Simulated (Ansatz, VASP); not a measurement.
## One calculation of MgO2, two programs

INCAR

```
SYSTEM = MgO2
  PREC = Accurate
  ENCUT = 840
  EDIFF = 1E-6
  ISMEAR = 0
  SIGMA = 0.05
  LREAL = .FALSE.
  LASPH = .TRUE.
  NELM = 120
  ALGO = Normal
  ISIF = 2
  LWAVE = .FALSE.
  LCHARG = .TRUE.
  GGA = PS
  LELF = .TRUE.
  LVHAR = .TRUE.
  NBANDS = 18
  GGA_COMPAT = .FALSE.
```

KPOINTS

```
regular mesh
0
G
  12 12 12
  0 0 0
```

File POSCAR:

```
MgO2
1.0
    1.5679852351      0.9052766976      3.4573706250
   -1.5679852351      0.9052766976      3.4573706250
    0.0000000000     -1.8105533951      3.4573706250
Mg O
1 2
Direct
    0.0000000000      0.0000000000      0.0000000000
    0.4291433728      0.4291433728      0.4291433728
    0.5708566272      0.5708566272      0.5708566272
```

Input for Ansatz:

```yaml
crystal:
  lattice:
    - [1.5679852351, 0.9052766976, 3.457370625]
    - [-1.5679852351, 0.9052766976, 3.457370625]
    - [0.0, -1.8105533951, 3.457370625]
  atoms:
    - { symbol: Mg, position: [0.0, 0.0, 0.0] }
    - { symbol: O, position: [0.4291433728, 0.4291433728, 0.4291433728] }
    - { symbol: O, position: [0.5708566272, 0.5708566272, 0.5708566272] }
basis:
  ecutwfc: 420
kpoints:
  mp_grid: { grid: [12, 12, 12] }
hamiltonian:
  xc: pbesol
scf:
  occupations: { method: gaussian, width: 0.05 }
output:
  forces: true
  stress: true
  eigenvalues: true
```

Change from the starting cell: strain -0.0100 x Voigt [1, 1, 0, 0, 0, 0], atoms carried along.

Alike in both runs: task single point; functional PBEsol; k mesh 12 × 12 × 12; occupations gaussian, width 0.05 eV; no spin polarisation.

|  | VASP | Ansatz |
| --- | --- | --- |
| version | VASP 6.6.1 | Ansatz 0.2.0 |
| potentials or method | VASP PAW PBE potentials, release 64 (Mg_sv, O), cutoff 840 eV | scalar-relativistic, plane waves, PAW |
| valence electrons in the cell | 22 | 22 |

Ansatz gave:

* gap on the k mesh at the Fermi level (eV): 2.45
* least direct gap on the mesh (eV): 2.45
* pressure (GPa): 2.3
* traceless stress, the component that is largest in VASP (GPa): -1.74
* rms of the force components (eV/Å): 0.066

Question: What did VASP give for the same quantities?

Answer: gap on the k mesh at the Fermi level (eV): 2.42; least direct gap on the mesh (eV): 2.42; pressure (GPa): 2.8; traceless stress, the component that is largest in VASP (GPa): -0.91; rms of the force components (eV/Å): 0.004.

VASP's potentials were made for PBE, not for PBEsol. Atom by atom the forces differ by 0.062 eV/Å (rms over components).
